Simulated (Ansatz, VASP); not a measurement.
**One calculation of TiCo, two programs**

File INCAR:

```
SYSTEM = TiCo
ALGO = Normal ; EDIFF = 1E-7
ENCUT = 520 ; GGA = PE
ISIF = 2 ; ISMEAR = -1
ISPIN = 2 ; LASPH = .TRUE.
LCHARG = .FALSE. ; LMAXMIX = 4
LORBIT = 11 ; LREAL = .FALSE.
LWAVE = .FALSE. ; MAGMOM = 1 0.5
NBANDS = 22 ; NELM = 150
NUPDOWN = 1.5 ; PREC = Accurate
SIGMA = 0.05
```

Contents of KPOINTS:

```
k-points
0
G
  8 8 8
  0 0 0
```

File POSCAR:

```
TiCo
1.0
    2.9861109900      0.0000000000      0.0000000000
    0.0000000000      2.9861109900      0.0000000000
    0.0000000000      0.0000000000      2.9861109900
Co Ti
1 1
Direct
    0.5000000000      0.5000000000      0.5000000000
    0.0000000000      0.0000000000      0.0000000000
```

Contents of input.yaml:

```yaml
crystal:
  lattice:
    - [2.98611099, 0.0, 0.0]
    - [0.0, 2.98611099, 0.0]
    - [0.0, 0.0, 2.98611099]
  atoms:
    - { symbol: Co, position: [0.5, 0.5, 0.5], spin: 1.0 }
    - { symbol: Ti, position: [0.0, 0.0, 0.0], spin: 0.5 }
hamiltonian:
  xc: pbe
  pseudopotentials: { kind: paw }
magnetization:
  spin_polarized: true
  initial_magnetization: 1.5
  spin_locking: { lock_magnetization: hard }
kpoints:
  mp_grid: { grid: [8, 8, 8] }
scf:
  occupations: { method: fermi_dirac, width: 0.05 }
  lower_state_search: "off"
output:
  forces: true
  stress: true
  eigenvalues: true
```

Alike in both runs: task single point; functional PBE; k mesh 8 × 8 × 8; occupations fermi-dirac, width 0.05 eV; collinear spin; fixed moment 1.5 μB.

|  | VASP | Ansatz |
| --- | --- | --- |
| version | VASP 6.6.1 | Ansatz 0.2.0 |
| potentials or method | VASP PAW PBE potentials, release 64 (Co, Ti_sv) | Ansatz PAW |
| plane-wave cutoff (eV) | 520 | 420 |
| valence electrons in the cell | 21 | 29 |

|  | VASP | Ansatz | Ansatz less VASP |
| --- | --- | --- | --- |
| pressure (GPa) | 1.3 | 1.8 | +0.50 |
| net moment per atom (μB) | 0.75 | 0.75 | 0.000 |
| size of the moment on the site where the two differ most (μB) | 0.24 | 0.21 | -0.025 |

Site moments also hang on the region over which each program counts them. With one functional, cell and mesh, what is left measures potentials, basis and numerics. VASP's potentials hold 21 valence electrons a cell and Ansatz's 29, so a difference there can come from the potentials and not from the codes.
